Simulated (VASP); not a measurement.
# Sr (Fm-3m) in VASP: further runs

The runs below take Sr through single point, relaxation of cell and atoms, with PBE.

Program: VASP 6.6.1. These are calculated values, not measurements. Logs are shortened: lines on timing, memory, paths and dates and some standing lists are left out, and cuts for length are marked.

**1. The cell of the first run**

Symmetry: Fm-3m, No. 225, cubic system. The conventional cell has a = 6.029 Å, b = 6.029 Å, c = 6.029 Å, α = 90.00°, β = 90.00°, γ = 90.00°. Within 5.6 Å of Sr (site symmetry m-3m) lie 12 Sr at 4.26 Å.

**2. Single point, PBE**

Input file INCAR:

```
SYSTEM = Sr
  PREC = Accurate
  ENCUT = 520
  EDIFF = 1E-6
  ISMEAR = 0
  SIGMA = 0.05
  LREAL = .False.
  LASPH = .True.
  NELM = 100
  ALGO = Normal
  ISIF = 2
  LWAVE = .False.
  LCHARG = .False.
  GGA = PE
  NBANDS = 11
```

Input file KPOINTS:

```
regular mesh
0
Gamma
  6 6 6
  0 0 0
```

Input file POSCAR:

```
Sr
1.0
    0.0000000000      3.0145634096      3.0145634096
    3.0145634096      0.0000000000      3.0145634096
    3.0145634096      3.0145634096      0.0000000000
Sr
1
Direct
    0.0000000000      0.0000000000      0.0000000000
```

Potentials or basis: VASP PAW PBE potentials, release 64 (Sr_sv).

Started as:

```
$ cat potpaw_PBE.64/Sr_sv/POTCAR > POTCAR
$ mpirun -np 1 vasp_std > vasp.out
```

OUTCAR:

```text
SYSTEM = Sr
   PREC = Accurate
   ENCUT = 520
   EDIFF = 1E-6
   ISMEAR = 0
   LREAL = .False.
   LASPH = .True.
   NELM = 100
   ISIF = 2
   GGA = PE

 ion  position               nearest neighbor table
   1  0.000  0.000  0.000-

  LATTYP: Found a face centered cubic cell.
 ALAT       =     6.0291268192

  Lattice vectors:

 A1 = (   0.0000000000,   3.0145634096,   3.0145634096)
 A2 = (   3.0145634096,   0.0000000000,   3.0145634096)
 A3 = (   3.0145634096,   3.0145634096,   0.0000000000)

Analysis of symmetry for initial positions (statically):
=====================================================================
 Subroutine PRICEL returns:
 Original cell was already a primitive cell.

 Routine SETGRP: Setting up the symmetry group for a
 face centered cubic supercell.

 Subroutine GETGRP returns: Found 48 space group operations
 (whereof 48 operations were pure point group operations)
 out of a pool of 48 trial point group operations.

The static configuration has the point symmetry O_h .

Analysis of symmetry for dynamics (positions and initial velocities):
=====================================================================
 Subroutine PRICEL returns:
 Original cell was already a primitive cell.

 Routine SETGRP: Setting up the symmetry group for a
 face centered cubic supercell.

 Subroutine GETGRP returns: Found 48 space group operations
 (whereof 48 operations were pure point group operations)
 out of a pool of 48 trial point group operations.

The dynamic configuration has the point symmetry O_h .

 Subroutine INISYM returns: Found 48 space group operations
 (whereof 48 operations are pure point group operations),
 and found     1 'primitive' translations

----------------------------------------------------------------------------------------

                                     Primitive cell

  volume of cell :      54.7902

  direct lattice vectors                    reciprocal lattice vectors
     0.000000000  3.014563410  3.014563410    -0.165861497  0.165861497  0.165861497
     3.014563410  0.000000000  3.014563410     0.165861497 -0.165861497  0.165861497
     3.014563410  3.014563410  0.000000000     0.165861497  0.165861497 -0.165861497

  length of vectors
     4.263236458  4.263236458  4.263236458     0.287280540  0.287280540  0.287280540

  position of ions in fractional coordinates (direct lattice)
     0.000000000  0.000000000  0.000000000

[... 70 lines left out ...]
   IBRION =     -1    ionic relax: 0-MD 1-quasi-New 2-CG
   NFREE  =      0    steps in history (QN), initial steepest desc. (CG)
   ISIF   =      2    stress and relaxation
   ISYM   =      2    0-nonsym 1-usesym 2-fastsym
   POTIM  = 0.5000    time-step for ionic-motion
   TEBEG  =    0.0;   TEEND  =   0.0 temperature during run
   PSTRESS=    0.0 pullay stress
   NELECT =      10.0000    total number of electrons
   NUPDOWN=      -1.0000    fix difference up-down
   EMIN   =  10.00;   EMAX   =-10.00  energy-range for DOS
   EFERMI =   0.00;   METHOD = LEGACY
   ISMEAR =     0;   SIGMA  =   0.05  broadening in eV -4-tet -1-fermi 0-gaus
   EFERMI_NEDOS =   21; number of points for ismear=-14 and -15
   IALGO  =     38    algorithm
   IMIX   =      4    mixing-type and parameters
     AMIX     =   0.40;   BMIX     =  1.00
     AMIX_MAG =   1.60;   BMIX_MAG =  1.00
  volume/ion in A,a.u.               =      54.79       369.74
  Fermi-wavevector in a.u.,A,eV,Ry     =   0.928625  1.754847 11.732910  0.862345
  Thomas-Fermi vector in A             =   2.054821
   LORBIT       =      0    0 simple, 1 ext, 2 COOP (PROOUT), +10 PAW based schemes
   GGA     = PE    functional components
   LHFCALC =     F    Hartree Fock is set to
   AEXX    =    0.0000 exact exchange contribution
   IVDW    =     0    specifies the selected vdW correction
   LEPSILON=     F    determine dielectric tensor
   LRPA    =     F    only Hartree local field effects (RPA)
 non-spin polarized calculation
 Gauss-broadening in eV      SIGMA  =   0.05
  energy-cutoff  :      520.00
  volume of cell :       54.79
 maximum number of plane-waves:      1492
   NGX = 15   NGY = 15   NGZ = 15

 number of electron      10.0000000 magnetization

 Free energy of the ion-electron system (eV)
  ---------------------------------------------------
  ext. energy  EPLUGINS =         0.00000000
  ---------------------------------------------------
  free energy    TOTEN  =        -1.61245392 eV

  energy without entropy =       -1.60656595  energy(sigma->0) =       -1.60950993

 E-fermi :   1.6037     XC(G=0):  -7.3595

 val. band max:        1.5897554679   @ k =  -0.3333   0.3333   0.1667
 cond. band min:       1.6183243663   @ k =  -0.3333   0.3333   0.1667
 fundamental gap:      0.0285688984
 Fermi energy:         1.6037269171

 k-point     1 :       0.0000    0.0000    0.0000
  band No.  band energies     occupation
      1     -34.9999      2.00000
      2     -16.8881      2.00000
      3     -16.8881      2.00000
      4     -16.8881      2.00000
      5      -2.0539      2.00000
      6       3.9503      0.00000
      7       3.9503      0.00000
      8       3.9503      0.00000
      9       5.4250      0.00000
     10       5.4250      0.00000
     11       8.7108      0.00000
[... 197 lines left out ...]
 k-point    16 :      -0.3333    0.5000    0.1667
  band No.  band energies     occupation
      1     -34.9811      2.00000
      2     -17.0465      2.00000
      3     -16.9893      2.00000
      4     -16.9619      2.00000
      5       1.4236      2.00000
      6       2.0748      0.00000
      7       2.4252      0.00000
      8       4.3726      0.00000
      9       6.7789      0.00000
     10       6.9743      0.00000
     11       7.0405      0.00000

------------------------ aborting loop because EDIFF is reached ----------------------------------------

  FORCE on cell =-STRESS in cart. coord.  units (eV):
  Direction    XX          YY          ZZ          XY          YZ          ZX
  --------------------------------------------------------------------------------------
  -------------------------------------------------------------------------------------
  Total        0.0078303      0.0078303      0.0078303     -0.0000000      0.0000000      0.0000000
  in kB        0.2289747      0.2289747      0.2289747     -0.0000000      0.0000000      0.0000000
  external PRESSURE =       0.2289747 kB  Pullay stress =       0.0000000 kB

 VOLUME and BASIS-vectors are now :
 -----------------------------------------------------------------------------
  energy-cutoff  :      520.00
  volume of cell :       54.79
      direct lattice vectors                 reciprocal lattice vectors
     0.000000000  3.014563410  3.014563410    -0.165861497  0.165861497  0.165861497
     3.014563410  0.000000000  3.014563410     0.165861497 -0.165861497  0.165861497
     3.014563410  3.014563410  0.000000000     0.165861497  0.165861497 -0.165861497

 POSITION                                       TOTAL-FORCE (eV/Angst)
 -----------------------------------------------------------------------------------
      0.00000      0.00000      0.00000         0.000000      0.000000      0.000000
 -----------------------------------------------------------------------------------
    total drift:                                0.000000      0.000000     -0.000000

  FREE ENERGIE OF THE ION-ELECTRON SYSTEM (eV)
  ---------------------------------------------------
  free  energy   TOTEN  =        -1.6124539160 eV

  energy  without entropy=       -1.6065659497  energy(sigma->0) =       -1.60950993
```

Run time: 8.8 s. Hardware: 1 thread of AMD EPYC 7R43 (Zen 3), shared host; peak memory 0.13 GiB.

Results:

| Quantity | Value |
| --- | --- |
| Free energy | -1.6125 eV |
| Pressure | 0.0 GPa |

**3. Relaxation of cell and atoms, PBE**

This run uses another cell than the first one, of 56.32 Å³/atom.

Input file INCAR:

```
SYSTEM = Sr
PREC = Accurate
ENCUT = 600
EDIFF = 1E-6
ISMEAR = 0
SIGMA = 0.05
LREAL = .False.
LASPH = .True.
NELM = 100
ALGO = Normal
ISIF = 3
LWAVE = .False.
LCHARG = .False.
GGA = PE
IBRION = 2
NSW = 80
EDIFFG = -0.02
```

KPOINTS is that of step 2.

Input file POSCAR:

```
Sr
1.0
    0.0000000000      3.0423500000      3.0423500000
    3.0423500000      0.0000000000      3.0423500000
    3.0423500000      3.0423500000      0.0000000000
Sr
1
Direct
    0.0000000000      0.0000000000      0.0000000000
```

Potentials or basis: VASP PAW PBE potentials, release 64 (Sr_sv).

Started as:

```
$ cat potpaw_PBE.64/Sr_sv/POTCAR > POTCAR
$ mpirun -np 1 vasp_std > vasp.out
```

It took 33 s on 1 thread of AMD EPYC 7R43 (Zen 3), shared host; peak memory 0.17 GiB.

Results (log left out):

| Quantity | Value |
| --- | --- |
| Free energy | -1.6124 eV |
| Relaxed volume | 54.66 Å³/atom |
| Relaxed cell | a = 4.260 Å, b = 4.260 Å, c = 4.260 Å, α = 60.00°, β = 60.00°, γ = 60.00° |
| Space group after relaxing (to 0.1 Å) | Fm-3m (No. 225) |
| Energy gained by relaxing | 1.3 meV/atom |
| Ionic steps | 3 |
| Pressure after relaxing | 0.0 GPa |

Step by step:
```csv
step,energy change (eV),largest force (eV/Å),pressure (GPa),volume (Å³)
1,0.0000,0.0000,-0.30,56.32
2,-0.0011,0.0000,-0.13,55.47
3,-0.0013,0.0000,0.05,54.66
```

Final structure:
```yaml
crystal:
  lattice:
    - [0.00000, 3.01221, 3.01221]
    - [3.01221, 0.00000, 3.01221]
    - [3.01221, 3.01221, 0.00000]
  atoms:
    - { symbol: Sr, position: [0.00000, 0.00000, 0.00000] }
```

Levels at points of the mesh, in eV from the Fermi level:
```
           k point  band 1  band 2  band 3  band 4  band 5  band 6  band 7  band 8  band 9
(0.00, 0.00, 0.00)  -36.60  -18.49  -18.49  -18.49   -3.66    2.35    2.35    2.35    3.83
(0.50, 0.00, 0.00)  -36.58  -18.69  -18.51  -18.51   -1.13    0.06    2.19    2.19    4.88
(0.50, 0.50, 0.00)  -36.58  -18.68  -18.56  -18.56   -0.65    0.34    1.06    4.88    5.18
```
